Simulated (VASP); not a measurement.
A run of VASP 6.6.1 is set up as follows.

Contents of INCAR:

```
  PREC = Accurate
  ENCUT = 520
  EDIFF = 1E-6
  ISMEAR = -1
  SIGMA = 0.05
  LREAL = Auto
  LASPH = True
  NELM = 100
  ALGO = Normal
  ISIF = 2
  LWAVE = False
  LCHARG = False
  GGA = CA
  NELECT = 94.0
  NBANDS = 64
```

The input KPOINTS:

```
Automatic mesh
0
Gamma
  2 2 2
```

Contents of POSCAR:

```
Li15O8
1.0
    0.0000000000      4.7195400000      4.7195400000
    4.7195400000      0.0000000000      4.7195400000
    4.7195400000      4.7195400000      0.0000000000
Li O
15 8
Direct
    0.1254041707      0.2003055383      0.0770943778
    0.3356365239      0.3700254686      0.3655335054
    0.1298007857      0.1694868568      0.6264805468
    0.3826961950      0.5044241600      0.7782644071
    0.0162198011      0.6404331778      0.1814265797
    0.3684893019      0.8485996517      0.4496836556
    0.0854214606      0.6493323502      0.6256012238
    0.4938616899      0.8638977527      0.8301444632
    0.6560808892      0.1186556317      0.0911741399
    0.8393296804      0.3526085169      0.4389728660
    0.6153459871      0.1152336880      0.6459210008
    0.8619695987      0.3933646076      0.8507608792
    0.5698966425      0.6417468652      0.1255524903
    0.8647029160      0.8792382308      0.4056115638
    0.8973544032      0.8857219136      0.8752124148
   -0.0225869470      0.0312742344     -0.0095348275
   -0.0225551643     -0.0169613988      0.5499794471
    0.0470914538      0.5350415507     -0.0544438653
   -0.0541790090      0.5162579404      0.5101132738
    0.5541323943     -0.0678773779     -0.0141221390
    0.4638905487     -0.0276827826      0.5495133000
    0.5498629104      0.4729698233     -0.0016527034
    0.5419595978      0.4450009959      0.4734147819
```

Potentials or basis: VASP PAW LDA potentials, release 64 (Li_sv, O).

Command:

```console
$ cat potpaw_LDA.64/Li_sv/POTCAR potpaw_LDA.64/O/POTCAR > POTCAR
$ mpirun -np 1 vasp_std > vasp.out
```

(1) Predict the largest force.

## Answers

(1) 4.025 eV/Å.

Caveat: the k points lie up to 0.58 Å⁻¹ apart; the cell carries a net charge on a neutralising background, which shifts energy and pressure.
